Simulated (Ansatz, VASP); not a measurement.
One calculation of Hf, two programs

Contents of INCAR:

```
SYSTEM = Hf
PREC = Accurate
ENCUT = 520
EDIFF = 1E-8
ISMEAR = -1
SIGMA = 0.03
LREAL = .False.
LASPH = .True.
NELM = 80
ALGO = Normal
ISIF = 2
LWAVE = .False.
LCHARG = .False.
GGA = PS
LEFG = .True.
NBANDS = 11
```

KPOINTS

```
Automatic mesh
0
Gamma
  16 16 16
  0 0 0
```

File POSCAR:

```
Hf
1.0
    0.0000000000      2.2273754695      2.2273754695
    2.2273754695      0.0000000000      2.2273754695
    2.2273754695      2.2273754695      0.0000000000
Hf
1
Direct
    0.0000000000      0.0000000000      0.0000000000
```

Input for Ansatz:

```yaml
crystal:
  lattice:
    - [0.0, 2.2273754695, 2.2273754695]
    - [2.2273754695, 0.0, 2.2273754695]
    - [2.2273754695, 2.2273754695, 0.0]
  atoms:
    - { symbol: Hf, position: [0.0, 0.0, 0.0] }
kpoints:
  mp_grid: { grid: [16, 16, 16] }
scf:
  occupations: { method: fermi_dirac, width: 0.03 }
hamiltonian:
  xc: pbesol
  pseudopotentials: { kind: all_electron, datasets: crystal }
output:
  forces: true
  stress: true
  eigenvalues: true
  efg: { contact_densities: true }
```

Change from the starting cell: volume scaled by 1.01, crystal datasets.

Alike in both runs: task electric field gradients; functional PBEsol; k mesh 16 × 16 × 16; occupations fermi-dirac, width 0.03 eV; no spin polarisation.

```csv
,VASP,Ansatz
version,VASP 6.6.1,Ansatz 0.2.0
potentials or method,"VASP PAW PBE potentials, release 64 (Hf_pv), cutoff 520 eV","all-electron PAW with datasets made for the crystal, scalar-relativistic"
```

|  | VASP | Ansatz | Ansatz less VASP |
| --- | --- | --- | --- |
| pressure (GPa) | -3.0 | -2.6 | +0.43 |

VASP's potentials were made for PBE, not for PBEsol. Ansatz ran all-electron here, and VASP with PAW potentials.

Neither program's run includes spin-orbit coupling.
